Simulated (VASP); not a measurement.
# Zn (Fmmm) in VASP: single point with r2SCAN

Aim: the single point of Zn with r2SCAN.

All numbers are computed with VASP 6.6.1; they aren't measurements. Logs are shortened: lines on timing, memory, paths and dates and some standing lists are left out, and cuts for length are marked.

## Step 1: The cell of the first run

The structure is orthorhombic, space group Fmmm (No. 69). The conventional cell has a = 2.638 Å, b = 4.478 Å, c = 4.956 Å, α = 90.00°, β = 90.00°, γ = 90.00°. Zn (site symmetry mmm) has 14 Zn at 2.60 to 3.34 Å within 3.4 Å.

## Step 2: Single point, r2SCAN

Input file POSCAR:

```
Zn
1.0
    2.2391035040     -2.4781860077      0.0000000000
    2.2391035040      2.4781860077      0.0000000000
    0.0000000000      0.0000000000      5.2757043732
Zn
4
Direct
    0.2500105862      0.7499894138      0.1249953693
    0.7500105862      0.2499894138      0.3750046307
    0.7499894138      0.2500105862      0.8750046307
    0.2499894138      0.7500105862      0.6249953693
```

Input file INCAR.step1:

```
SYSTEM = Zn
PREC = Accurate
ENCUT = 520
ISMEAR = 0
SIGMA = 0.1
LREAL = .False.
LASPH = .True.
NELM = 100
NBANDS = 32
GGA = PE
ALGO = Normal
EDIFF = 1E-4
LWAVE = .True.
LCHARG = .False.
```

Input file INCAR.step2:

```
SYSTEM = Zn
PREC = Accurate
ENCUT = 520
EDIFF = 1E-6
ISMEAR = 0
SIGMA = 0.1
LREAL = .False.
LASPH = .True.
NELM = 100
ALGO = Normal
ISIF = 2
LWAVE = .False.
LCHARG = .False.
METAGGA = R2SCAN
LMIXTAU = .True.
NBANDS = 32
ISTART = 1
```

Input file KPOINTS:

```
Automatic mesh
0
Gamma
  6 6 4
  0 0 0
```

Potentials or basis: VASP PAW PBE potentials, release 64 (Zn).

The run is started by

```console
$ cat potpaw_PBE.64/Zn/POTCAR > POTCAR
$ cp INCAR.step1 INCAR
$ mpirun -np 1 vasp_std > vasp.out
$ cp INCAR.step2 INCAR
$ mpirun -np 1 vasp_std > vasp.out
```

OUTCAR:

```text
SYSTEM = Zn
   PREC = Accurate
   ENCUT = 520
   EDIFF = 1E-6
   ISMEAR = 0
   LREAL = .False.
   LASPH = .True.
   NELM = 100
   ISIF = 2
   METAGGA = R2SCAN
   ISTART = 1

 ion  position               nearest neighbor table
   1  0.250  0.750  0.125-   3 2.60   3 2.60   2 2.60   2 2.60   4 2.64   4 2.64   3 2.81   2 2.81
                             2 2.81   3 2.81
   2  0.750  0.250  0.375-   4 2.60   4 2.60   1 2.60   1 2.60   3 2.64   3 2.64   4 2.81   1 2.81
                             1 2.81   4 2.81
   3  0.750  0.250  0.875-   1 2.60   1 2.60   4 2.60   4 2.60   2 2.64   2 2.64   1 2.81   4 2.81
                             4 2.81   1 2.81
   4  0.250  0.750  0.625-   2 2.60   2 2.60   3 2.60   3 2.60   1 2.64   1 2.64   2 2.81   3 2.81
                             3 2.81   2 2.81

  LATTYP: Found a base centered orthorhombic cell.
 ALAT       =     4.4782070080
 B/A-ratio  =     1.1067759946
 C/A-ratio  =     1.1780840778

  Lattice vectors:

 A1 = (   2.2391035040,  -2.4781860077,   0.0000000000)
 A2 = (   2.2391035040,   2.4781860077,   0.0000000000)
 A3 = (   0.0000000000,   0.0000000000,   5.2757043732)

Analysis of symmetry for initial positions (statically):
=====================================================================
 Subroutine PRICEL returns:
 Original cell was already a primitive cell.

 Routine SETGRP: Setting up the symmetry group for a
 base centered orthorhombic supercell.

 Subroutine GETGRP returns: Found  8 space group operations
 (whereof  4 operations were pure point group operations)
 out of a pool of  8 trial point group operations.

The static configuration has the point symmetry C_2h.
 The point group associated with its full space group is D_2h.

Analysis of symmetry for dynamics (positions and initial velocities):
=====================================================================
 Subroutine PRICEL returns:
 Original cell was already a primitive cell.

 Routine SETGRP: Setting up the symmetry group for a
 base centered orthorhombic supercell.

 Subroutine GETGRP returns: Found  8 space group operations
 (whereof  4 operations were pure point group operations)
 out of a pool of  8 trial point group operations.

The dynamic configuration has the point symmetry C_2h.
 The point group associated with its full space group is D_2h.

 Subroutine INISYM returns: Found  8 space group operations
 (whereof  4 operations are pure point group operations),
 and found     1 'primitive' translations
[... 92 lines left out ...]
   ICHARG =      0    charge: 1-file 2-atom 10-const
   ISPIN  =      1    spin polarized calculation?
   LNONCOLLINEAR =      F non collinear calculations
   LSORBIT =      F    spin-orbit coupling
   LASPH  =      T    aspherical Exc in radial PAW
   ENCUT  =  520.0 eV  38.22 Ry    6.18 a.u.   6.21  6.21  9.81*2*pi/ulx,y,z
   NELM   =    100;   NELMIN=  2; NELMDL=  0     # of ELM steps
   EDIFF  = 0.1E-05   stopping-criterion for ELM
   LREAL  =      F    real-space projection
   EDIFFG = 0.1E-04   stopping-criterion for IOM
   NSW    =      0    number of steps for IOM
   IBRION =     -1    ionic relax: 0-MD 1-quasi-New 2-CG
   NFREE  =      0    steps in history (QN), initial steepest desc. (CG)
   ISIF   =      2    stress and relaxation
   ISYM   =      2    0-nonsym 1-usesym 2-fastsym
   POTIM  = 0.5000    time-step for ionic-motion
   TEBEG  =    0.0;   TEEND  =   0.0 temperature during run
   PSTRESS=    0.0 pullay stress
   NELECT =      48.0000    total number of electrons
   NUPDOWN=      -1.0000    fix difference up-down
   EMIN   =  10.00;   EMAX   =-10.00  energy-range for DOS
   EFERMI =   0.00;   METHOD = LEGACY
   ISMEAR =     0;   SIGMA  =   0.10  broadening in eV -4-tet -1-fermi 0-gaus
   EFERMI_NEDOS =   21; number of points for ismear=-14 and -15
   IALGO  =     38    algorithm
   IMIX   =      4    mixing-type and parameters
     AMIX     =   0.40;   BMIX     =  1.00
     AMIX_MAG =   1.60;   BMIX_MAG =  1.00
  volume/ion in A,a.u.               =      14.64        98.78
  Fermi-wavevector in a.u.,A,eV,Ry     =   1.532201  2.895440 31.941579  2.347640
  Thomas-Fermi vector in A             =   2.639440
   LORBIT       =      0    0 simple, 1 ext, 2 COOP (PROOUT), +10 PAW based schemes
   METAGGA = R2SCAN    functional components
   LHFCALC =     F    Hartree Fock is set to
   AEXX    =    0.0000 exact exchange contribution
   IVDW    =     0    specifies the selected vdW correction
   LEPSILON=     F    determine dielectric tensor
   LRPA    =     F    only Hartree local field effects (RPA)
 non-spin polarized calculation
 Gauss-broadening in eV      SIGMA  =   0.10
  energy-cutoff  :      520.00
  volume of cell :       58.55
 maximum number of plane-waves:      1596
 NGX is ok and might be reduce to    28
   NGX = 13   NGY = 13   NGZ = 19

 number of electron      48.0000020 magnetization

 Free energy of the ion-electron system (eV)
  ---------------------------------------------------
  ext. energy  EPLUGINS =         0.00000000
  ---------------------------------------------------
  free energy    TOTEN  =       -35.45301124 eV

  energy without entropy =      -35.44870922  energy(sigma->0) =      -35.45086023

 E-fermi :   3.1087     XC(G=0): -12.8456

 val. band max:        3.0803956587   @ k =   0.1667   0.0000   0.2500
 cond. band min:       3.1911909971   @ k =  -0.1667   0.1667   0.0000
 fundamental gap:      0.1107953385
 Fermi energy:         3.1087050330

 k-point     1 :       0.0000    0.0000    0.0000
  band No.  band energies     occupation
      1      -7.9259      2.00000
      2      -5.6831      2.00000
      3      -5.5762      2.00000
      4      -5.2316      2.00000
      5      -4.9616      2.00000
      6      -4.9616      2.00000
[... 829 lines left out ...]
     31      11.2326      0.00000
     32      13.1154      0.00000

 [... further k-points ...]
[... 5 lines left out ...]
  --------------------------------------------------------------------------------------
  -------------------------------------------------------------------------------------
  Total        0.1587057      0.0892631      0.3357544      0.0000000      0.0000000      0.0000000
  in kB        4.3429465      2.4426646      9.1878465      0.0000000      0.0000000      0.0000000
  external PRESSURE =       5.3244859 kB  Pullay stress =       0.0000000 kB

 VOLUME and BASIS-vectors are now :
 -----------------------------------------------------------------------------
  energy-cutoff  :      520.00
  volume of cell :       58.55
      direct lattice vectors                 reciprocal lattice vectors
     2.239103504 -2.478186008  0.000000000     0.223303657 -0.201760481  0.000000000
     2.239103504  2.478186008  0.000000000     0.223303657  0.201760481  0.000000000
     0.000000000  0.000000000  5.275704373     0.000000000  0.000000000  0.189548149

 POSITION                                       TOTAL-FORCE (eV/Angst)
 -----------------------------------------------------------------------------------
      2.23910      1.23904      0.65944         0.000000      0.000251      0.000113
      2.23910     -1.23915      1.97841         0.000000      0.000251     -0.000113
      2.23910     -1.23904      4.61627         0.000000     -0.000251     -0.000113
      2.23910      1.23915      3.29729         0.000000     -0.000251      0.000113
 -----------------------------------------------------------------------------------
    total drift:                                0.000000     -0.000000     -0.000000

  FREE ENERGIE OF THE ION-ELECTRON SYSTEM (eV)
  ---------------------------------------------------
  free  energy   TOTEN  =       -35.4530112411 eV

  energy  without entropy=      -35.4487092210  energy(sigma->0) =      -35.45086023
```

OUTCAR.step1:

```text
SYSTEM = Zn
   PREC = Accurate
   ENCUT = 520
   ISMEAR = 0
   LREAL = .False.
   LASPH = .True.
   NELM = 100
[... 1076 lines left out ...]
      2.23910     -1.23915      1.97841         0.000000      0.000088     -0.000112
      2.23910     -1.23904      4.61627         0.000000     -0.000088     -0.000112
      2.23910      1.23915      3.29729         0.000000     -0.000088      0.000112
 -----------------------------------------------------------------------------------
    total drift:                                0.000000     -0.000000     -0.000000

  FREE ENERGIE OF THE ION-ELECTRON SYSTEM (eV)
  ---------------------------------------------------
  free  energy   TOTEN  =        -4.2649108066 eV

  energy  without entropy=       -4.2601095431  energy(sigma->0) =       -4.26251017
```

OSZICAR.step1:

```text
N       E                     dE             d eps       ncg     rms          rms(c)
DAV:   1     0.294720125152E+03    0.29472E+03   -0.23177E+04  2520   0.241E+03
DAV:   2     0.147184330514E+02   -0.28000E+03   -0.26722E+03  2552   0.409E+02
DAV:   3    -0.449177132098E+01   -0.19210E+02   -0.19058E+02  2728   0.117E+02
DAV:   4    -0.472621017362E+01   -0.23444E+00   -0.23438E+00  2752   0.142E+01
DAV:   5    -0.472659165755E+01   -0.38148E-03   -0.38148E-03  2736   0.499E-01    0.622E+00
DAV:   6    -0.429605086981E+01    0.43054E+00   -0.19365E+00  2872   0.229E+01    0.453E+00
DAV:   7    -0.427503444948E+01    0.21016E-01   -0.67684E-02  2840   0.341E+00    0.231E+00
DAV:   8    -0.426487170678E+01    0.10163E-01   -0.39547E-03  3208   0.785E-01    0.736E-02
DAV:   9    -0.426491080656E+01   -0.39100E-04   -0.90273E-04  2840   0.313E-01
   1 F= -.42649108E+01 E0= -.42625102E+01  d E =-.480126E-02
```

Run time: 91 s. Hardware: 1 thread of Intel Xeon Platinum 8481C at 2.70GHz (Sapphire Rapids), shared host; peak memory 0.2 GiB.

What came out:

```
Free energy            : -35.4530 eV
Pressure               : 0.5 GPa
Band gap on the k mesh : zero (band 24 reaches 5.98 eV, above the bottom of band 25 at 2.07 eV)
```

Caveat: the PAW data sets were made with another functional, which shifts forces and pressure a little.
